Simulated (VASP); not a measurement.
**AlN: single point with PBE**

Crystal: AlN.

```xyz
2
Lattice="0.0000 2.1383 2.1383 2.1383 0.0000 2.1383 2.1383 2.1383 0.0000" Properties=species:S:1:pos:R:3 pbc="T T T"
Al    0.0000    0.0000    0.0000
N     3.2074    3.2074    3.2074
```

```
Program             : VASP 6.6.1
Task                : single point
Functional          : PBE
Potentials or basis : VASP PAW PBE potentials, release 64 (Al, N)
Cutoff              : 520 eV
k mesh              : 8 × 8 × 8
Occupations         : gaussian, width 0.01 eV
Spin                : no spin polarisation
```

- Pressure: 19.8 GPa
- Band gap on the k mesh: 3.35 eV, indirect (least direct gap 4.77 eV)

Levels at points of the mesh, in eV from the valence-band top:
| k point | band 1 | band 2 | band 3 | band 4 | band 5 | band 6 | band 7 | band 8 | band 9 |
| --- | --- | --- | --- | --- | --- | --- | --- | --- | --- |
| (0.00, 0.00, 0.00) | -15.36 | 0.00 | 0.00 | 0.00 | 4.77 | 13.20 | 13.20 | 13.20 | 18.20 |
| (0.50, 0.00, 0.00) | -13.12 | -6.13 | -0.49 | -0.49 | 7.97 | 10.31 | 11.55 | 11.55 | 18.86 |
| (0.50, 0.50, 0.00) | -12.42 | -5.10 | -1.84 | -1.84 | 3.35 | 9.00 | 14.85 | 16.54 | 16.54 |

It took 5.4 s on 1 thread of Intel(R) Xeon(R) Platinum 8259CL CPU @ 2.50GHz (Skylake/Cascade Lake) (shared host), peak memory 0.13 GiB.

A k mesh can miss the band edges.
